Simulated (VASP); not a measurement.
# MgS (Fm-3m) in VASP: a series of runs

MgS is run at these levels: r2SCAN, HSE06; tasks: single point.

Program: VASP 6.6.1. These are calculated values, not measurements. Logs are shortened: lines on timing, memory, paths and dates and some standing lists are left out, and cuts for length are marked.

## 1. The cell of the first run

It takes space group Fm-3m (No. 225, cubic). Conventional cell: a = 5.203 Å, b = 5.203 Å, c = 5.203 Å, α = 90.00°, β = 90.00°, γ = 90.00°. Mg (site symmetry m-3m) has 6 S at 2.60 Å within 3.4 Å. S (site symmetry m-3m) has 6 Mg at 2.60 Å within 3.4 Å.

## 2. Single point, r2SCAN

POSCAR

```
MgS
1.0
    0.0000000000      2.6015179362      2.6015179362
    2.6015179362      0.0000000000      2.6015179362
    2.6015179362      2.6015179362      0.0000000000
Mg S
1 1
Direct
    0.0000000000      0.0000000000      0.0000000000
    0.5000000000      0.5000000000      0.5000000000
```

INCAR.step1

```
ALGO     = Normal         # electronic algorithm
EDIFF    = 1E-4           # SCF threshold, eV
ENCUT    = 520            # plane-wave cutoff, eV
GGA      = PE             # functional
ISMEAR   = 0              # smearing method
LASPH    = T              # aspherical terms in the spheres
LCHARG   = F              # write CHGCAR
LREAL    = F              # projectors in reciprocal space
LWAVE    = T              # write WAVECAR
NBANDS   = 11             # bands
NELM     = 80             # most SCF steps
PREC     = Accurate       # precision mode
SIGMA    = 0.01           # smearing width, eV
```

INCAR.step2

```
ALGO     = Normal         # electronic algorithm
EDIFF    = 1E-7           # SCF threshold, eV
ENCUT    = 520            # plane-wave cutoff, eV
ISIF     = 2              # what is computed and relaxed
ISMEAR   = 0              # smearing method
ISTART   = 1            
LASPH    = T              # aspherical terms in the spheres
LCHARG   = F              # write CHGCAR
LMIXTAU  = T            
LREAL    = F              # projectors in reciprocal space
LWAVE    = F              # write WAVECAR
METAGGA  = R2SCAN         # meta-GGA
NBANDS   = 11             # bands
NELM     = 80             # most SCF steps
PREC     = Accurate       # precision mode
SIGMA    = 0.01           # smearing width, eV
```

KPOINTS

```
k-points
0
Gamma
  4 4 4
```

Potentials or basis: VASP PAW PBE potentials, release 64 (Mg, S).

Started as:

```
cat potpaw_PBE.64/Mg/POTCAR potpaw_PBE.64/S/POTCAR > POTCAR
cp INCAR.step1 INCAR
mpirun -np 1 vasp_std > vasp.out
cp INCAR.step2 INCAR
mpirun -np 1 vasp_std > vasp.out
```

OUTCAR:

```text
EDIFF = 1E-7
   ENCUT = 520
   ISIF = 2
   ISMEAR = 0
   ISTART = 1
   LASPH = T
   LREAL = F
   METAGGA = R2SCAN
   NELM = 80
   PREC = Accurate

 ion  position               nearest neighbor table
   1  0.000  0.000  0.000-   2 2.60   2 2.60   2 2.60   2 2.60   2 2.60   2 2.60
   2  0.500  0.500  0.500-   1 2.60   1 2.60   1 2.60   1 2.60   1 2.60   1 2.60

  LATTYP: Found a face centered cubic cell.
 ALAT       =     5.2030358724

  Lattice vectors:

 A1 = (   0.0000000000,   2.6015179362,   2.6015179362)
 A2 = (   2.6015179362,   0.0000000000,   2.6015179362)
 A3 = (   2.6015179362,   2.6015179362,   0.0000000000)

Analysis of symmetry for initial positions (statically):
=====================================================================
 Subroutine PRICEL returns:
 Original cell was already a primitive cell.

 Routine SETGRP: Setting up the symmetry group for a
 face centered cubic supercell.

 Subroutine GETGRP returns: Found 48 space group operations
 (whereof 48 operations were pure point group operations)
 out of a pool of 48 trial point group operations.

The static configuration has the point symmetry O_h .

Analysis of symmetry for dynamics (positions and initial velocities):
=====================================================================
 Subroutine PRICEL returns:
 Original cell was already a primitive cell.

 Routine SETGRP: Setting up the symmetry group for a
 face centered cubic supercell.

 Subroutine GETGRP returns: Found 48 space group operations
 (whereof 48 operations were pure point group operations)
 out of a pool of 48 trial point group operations.

The dynamic configuration has the point symmetry O_h .

 Subroutine INISYM returns: Found 48 space group operations
 (whereof 48 operations are pure point group operations),
 and found     1 'primitive' translations

----------------------------------------------------------------------------------------

                                     Primitive cell

  volume of cell :      35.2136

  direct lattice vectors                    reciprocal lattice vectors
     0.000000000  2.601517936  2.601517936    -0.192195484  0.192195484  0.192195484
     2.601517936  0.000000000  2.601517936     0.192195484 -0.192195484  0.192195484
     2.601517936  2.601517936  0.000000000     0.192195484  0.192195484 -0.192195484

  length of vectors
     3.679101948  3.679101948  3.679101948     0.332892344  0.332892344  0.332892344

  position of ions in fractional coordinates (direct lattice)
     0.000000000  0.000000000  0.000000000
     0.500000000  0.500000000  0.500000000

  ion indices of the primitive-cell ions
   primitive index   ion index
                 1           1
                 2           2

----------------------------------------------------------------------------------------

 KPOINTS: k-points

Automatic generation of k-mesh.
 Grid dimensions read from file:
 generate k-points for:    4    4    4

 Generating k-lattice:

  Cartesian coordinates                     Fractional coordinates (reciprocal lattice)
    -0.048048871  0.048048871  0.048048871     0.250000000  0.000000000  0.000000000
     0.048048871 -0.048048871  0.048048871     0.000000000  0.250000000  0.000000000
     0.048048871  0.048048871 -0.048048871     0.000000000  0.000000000  0.250000000

  Length of vectors
     0.083223086  0.083223086  0.083223086

  Shift w.r.t. Gamma in fractional coordinates (k-lattice)
     0.000000000  0.000000000  0.000000000

 Subroutine IBZKPT returns following result:
 ===========================================

 Found      8 irreducible k-points:

 Following reciprocal coordinates:
            Coordinates               Weight
  0.000000  0.000000  0.000000      1.000000
  0.250000  0.000000  0.000000      8.000000
  0.500000  0.000000  0.000000      4.000000
  0.250000  0.250000  0.000000      6.000000
  0.500000  0.250000  0.000000     24.000000
 -0.250000  0.250000  0.000000     12.000000
  0.500000  0.500000  0.000000      3.000000
 -0.250000  0.500000  0.250000      6.000000
   k-points           NKPTS =      8   k-points in BZ     NKDIM =      8   number of bands    NBANDS=     11
   number of dos      NEDOS =    301   number of ions     NIONS =      2
   total plane-waves  NPLWV =  21952
   dimension x,y,z NGX =    28 NGY =   28 NGZ =   28
   dimension x,y,z NGXF=    56 NGYF=   56 NGZF=   56
   ions per type =               1   1
   NGX,Y,Z   is equivalent  to a cutoff of  12.65, 12.65, 12.65 a.u.
   NGXF,Y,Z  is equivalent  to a cutoff of  25.30, 25.30, 25.30 a.u.
 SYSTEM =  unknown system
   PREC   = accura    normal or accurate (medium, high low for compatibility)
   ISTART =      1    job   : 0-new  1-cont  2-samecut
   ICHARG =      0    charge: 1-file 2-atom 10-const
   ISPIN  =      1    spin polarized calculation?
   LNONCOLLINEAR =      F non collinear calculations
   LSORBIT =      F    spin-orbit coupling
   LASPH  =      T    aspherical Exc in radial PAW
   ENCUT  =  520.0 eV  38.22 Ry    6.18 a.u.   6.84  6.84  6.84*2*pi/ulx,y,z
   NELM   =     80;   NELMIN=  2; NELMDL=  0     # of ELM steps
   EDIFF  = 0.1E-06   stopping-criterion for ELM
   LREAL  =      F    real-space projection
   EDIFFG = 0.1E-05   stopping-criterion for IOM
   NSW    =      0    number of steps for IOM
   IBRION =     -1    ionic relax: 0-MD 1-quasi-New 2-CG
   NFREE  =      0    steps in history (QN), initial steepest desc. (CG)
   ISIF   =      2    stress and relaxation
   ISYM   =      2    0-nonsym 1-usesym 2-fastsym
   POTIM  = 0.5000    time-step for ionic-motion
   TEBEG  =    0.0;   TEEND  =   0.0 temperature during run
   PSTRESS=    0.0 pullay stress
   NELECT =       8.0000    total number of electrons
   NUPDOWN=      -1.0000    fix difference up-down
   EMIN   =  10.00;   EMAX   =-10.00  energy-range for DOS
   EFERMI =   0.00;   METHOD = LEGACY
   ISMEAR =     0;   SIGMA  =   0.01  broadening in eV -4-tet -1-fermi 0-gaus
   EFERMI_NEDOS =   21; number of points for ismear=-14 and -15
   IALGO  =     38    algorithm
   IMIX   =      4    mixing-type and parameters
     AMIX     =   0.40;   BMIX     =  1.00
     AMIX_MAG =   1.60;   BMIX_MAG =  1.00
  volume/ion in A,a.u.               =      17.61       118.82
  Fermi-wavevector in a.u.,A,eV,Ry     =   0.998929  1.887702 13.576701  0.997859
  Thomas-Fermi vector in A             =   2.131185
   LORBIT       =      0    0 simple, 1 ext, 2 COOP (PROOUT), +10 PAW based schemes
   METAGGA = R2SCAN    functional components
   LHFCALC =     F    Hartree Fock is set to
   AEXX    =    0.0000 exact exchange contribution
   IVDW    =     0    specifies the selected vdW correction
   LEPSILON=     F    determine dielectric tensor
   LRPA    =     F    only Hartree local field effects (RPA)
 non-spin polarized calculation
 Gauss-broadening in eV      SIGMA  =   0.01
  energy-cutoff  :      520.00
  volume of cell :       35.21
 maximum number of plane-waves:       960
   NGX = 13   NGY = 13   NGZ = 13

 number of electron       8.0000000 magnetization

 Free energy of the ion-electron system (eV)
  ---------------------------------------------------
  ext. energy  EPLUGINS =         0.00000000
  ---------------------------------------------------
  free energy    TOTEN  =       -15.47060062 eV

  energy without entropy =      -15.47060062  energy(sigma->0) =      -15.47060062

 E-fermi :   3.5693     XC(G=0): -10.0827

 val. band max:        3.5166718123   @ k =   0.0000   0.0000   0.0000
 cond. band min:       6.9312625055   @ k =   0.5000   0.5000   0.0000
 fundamental gap:      3.4145906932
 Fermi energy:         3.5693100122

 k-point     1 :       0.0000    0.0000    0.0000
  band No.  band energies     occupation
      1      -9.6663      2.00000
      2       3.5167      2.00000
      3       3.5167      2.00000
      4       3.5167      2.00000
      5       8.1238      0.00000
      6      12.0339      0.00000
      7      12.0339      0.00000
      8      12.0339      0.00000
      9      14.4453      0.00000
     10      14.4453      0.00000
     11      17.0380      0.00000

 k-point     2 :       0.2500    0.0000    0.0000
  band No.  band energies     occupation
      1      -9.0913      2.00000
      2       0.7133      2.00000
      3       3.1793      2.00000
      4       3.1793      2.00000
      5       9.2125      0.00000
      6      11.9295      0.00000
      7      11.9295      0.00000
      8      12.6345      0.00000
      9      14.4734      0.00000
     10      14.4734      0.00000
     11      16.4605      0.00000

 k-point     3 :       0.5000    0.0000    0.0000
  band No.  band energies     occupation
      1      -8.3305      2.00000
      2      -1.3690      2.00000
      3       2.8957      2.00000
      4       2.8957      2.00000
      5       8.7205      0.00000
      6      11.0027      0.00000
      7      11.0027      0.00000
      8      14.7358      0.00000
      9      16.7364      0.00000
     10      18.5982      0.00000
     11      18.5982      0.00000

 k-point     4 :       0.2500    0.2500    0.0000
  band No.  band energies     occupation
      1      -8.9099      2.00000
      2       0.9744      2.00000
      3       2.5216      2.00000
      4       2.5217      2.00000
      5       9.2144      0.00000
      6       9.6913      0.00000
      7      12.5967      0.00000
      8      14.4361      0.00000
      9      14.4361      0.00000
     10      15.4722      0.00000
     11      19.9816      0.00000

 k-point     5 :       0.5000    0.2500    0.0000
  band No.  band energies     occupation
      1      -8.1581      2.00000
      2      -0.5737      2.00000
      3       1.2806      2.00000
      4       2.2743      2.00000
      5       8.5467      0.00000
      6      10.8950      0.00000
      7      13.1234      0.00000
      8      13.1597      0.00000
      9      17.2869      0.00000
     10      18.8130      0.00000
     11      20.1997      0.00000

 k-point     6 :      -0.2500    0.2500    0.0000
  band No.  band energies     occupation
      1      -8.4030      2.00000
      2      -0.2019      2.00000
      3       1.1472      2.00000
      4       2.8576      2.00000
      5       9.8328      0.00000
      6      11.9502      0.00000
      7      12.0783      0.00000
      8      12.1196      0.00000
      9      14.7133      0.00000
     10      18.7282      0.00000
     11      19.9109      0.00000

 k-point     7 :       0.5000    0.5000    0.0000
  band No.  band energies     occupation
      1      -7.9442      2.00000
      2      -0.7624      2.00000
      3       1.7848      2.00000
      4       1.7848      2.00000
      5       6.9313      0.00000
      6       8.4265      0.00000
      7      16.6551      0.00000
      8      16.9909      0.00000
      9      18.0417      0.00000
     10      18.0417      0.00000
     11      20.1190      0.00000

 k-point     8 :      -0.2500    0.5000    0.2500
  band No.  band energies     occupation
      1      -7.9002      2.00000
      2       0.2276      2.00000
      3       0.2276      2.00000
      4       1.1619      2.00000
      5       9.4059      0.00000
      6      12.1348      0.00000
      7      12.1348      0.00000
      8      12.3084      0.00000
      9      19.0153      0.00000
     10      19.0153      0.00000
     11      20.1880      0.00000

------------------------ aborting loop because EDIFF is reached ----------------------------------------

  FORCE on cell =-STRESS in cart. coord.  units (eV):
  Direction    XX          YY          ZZ          XY          YZ          ZX
  --------------------------------------------------------------------------------------
  -------------------------------------------------------------------------------------
  Total       -0.0262396     -0.0262396     -0.0262396      0.0000000      0.0000000      0.0000000
  in kB       -1.1938716     -1.1938716     -1.1938716      0.0000000      0.0000000      0.0000000
  external PRESSURE =      -1.1938716 kB  Pullay stress =       0.0000000 kB

 VOLUME and BASIS-vectors are now :
 -----------------------------------------------------------------------------
  energy-cutoff  :      520.00
  volume of cell :       35.21
      direct lattice vectors                 reciprocal lattice vectors
     0.000000000  2.601517936  2.601517936    -0.192195484  0.192195484  0.192195484
     2.601517936  0.000000000  2.601517936     0.192195484 -0.192195484  0.192195484
     2.601517936  2.601517936  0.000000000     0.192195484  0.192195484 -0.192195484

 POSITION                                       TOTAL-FORCE (eV/Angst)
 -----------------------------------------------------------------------------------
      0.00000      0.00000      0.00000         0.000000      0.000000      0.000000
      2.60152      2.60152      2.60152        -0.000000     -0.000000     -0.000000
 -----------------------------------------------------------------------------------
    total drift:                                0.000000      0.000000      0.000000

  FREE ENERGIE OF THE ION-ELECTRON SYSTEM (eV)
  ---------------------------------------------------
  free  energy   TOTEN  =       -15.4706006186 eV

  energy  without entropy=      -15.4706006186  energy(sigma->0) =      -15.47060062
```

Wall time 20 s (1 thread of Intel Xeon 6975P-C, shared host); peak memory 0.16 GiB.

Results:

```
Free energy            : -15.4706 eV
Pressure               : -0.1 GPa
Band gap on the k mesh : 3.41 eV, indirect (least direct gap 4.61 eV)
```

Caveat: the k points lie up to 0.52 Å⁻¹ apart; the PAW data sets were made with another functional, which shifts forces and pressure a little.

## 3. Single point, HSE06

POSCAR is that of step 2.

INCAR.step1

```
SYSTEM = MgS
  PREC = Accurate
  ENCUT = 520
  EDIFF = 1E-5
  ISMEAR = 0
  SIGMA = 0.01
  LREAL = .False.
  LASPH = .True.
  NELM = 100
  ALGO = Normal
  ISIF = 2
  LWAVE = .True.
  LCHARG = .False.
  NBANDS = 11
  GGA = PE
```

INCAR.step2

```
SYSTEM = MgS
  PREC = Accurate
  ENCUT = 520
  EDIFF = 1E-6
  ISMEAR = 0
  SIGMA = 0.01
  LREAL = .False.
  LASPH = .True.
  NELM = 100
  ALGO = Normal
  ISIF = 2
  LWAVE = .False.
  LCHARG = .False.
  GGA = PE
  LHFCALC = .True.
  HFSCREEN = 0.2079
  PRECFOCK = Normal
  NBANDS = 11
  ISTART = 1
```

KPOINTS

```
regular mesh
0
Gamma
  4 4 4
  0 0 0
```

Potentials or basis: VASP PAW PBE potentials, release 64 (Mg, S).

Started as:

```
cat potpaw_PBE.64/Mg/POTCAR potpaw_PBE.64/S/POTCAR > POTCAR
cp INCAR.step1 INCAR
mpirun -np 1 vasp_std > vasp.out
cp INCAR.step2 INCAR
mpirun -np 1 vasp_std > vasp.out
```

Run time: 1.7 min. Hardware: 1 thread of Intel Xeon 6975P-C, shared host; peak memory 0.27 GiB.

The run converged. Its results:

```yaml
Free_energy: -9.8472 eV
Pressure: -0.4 GPa
Band_gap_on_the_k_mesh: 3.75 eV, indirect (least direct gap 4.81 eV)
```

Levels at points of the mesh, in eV from the valence-band top:
```tsv
k point	band 1	band 2	band 3	band 4	band 5	band 6	band 7	band 8
(0.00, 0.00, 0.00)	-13.95	0.00	0.00	0.00	4.81	9.10	9.10	9.10
(0.50, 0.00, 0.00)	-12.52	-5.27	-0.64	-0.64	5.56	8.05	8.05	11.59
(0.50, 0.50, 0.00)	-12.10	-4.59	-1.84	-1.84	3.75	5.34	13.53	14.33
```

Caveat: the k points lie up to 0.52 Å⁻¹ apart; the PAW data sets were made with another functional, which shifts forces and pressure a little. A k mesh can miss the band edges.
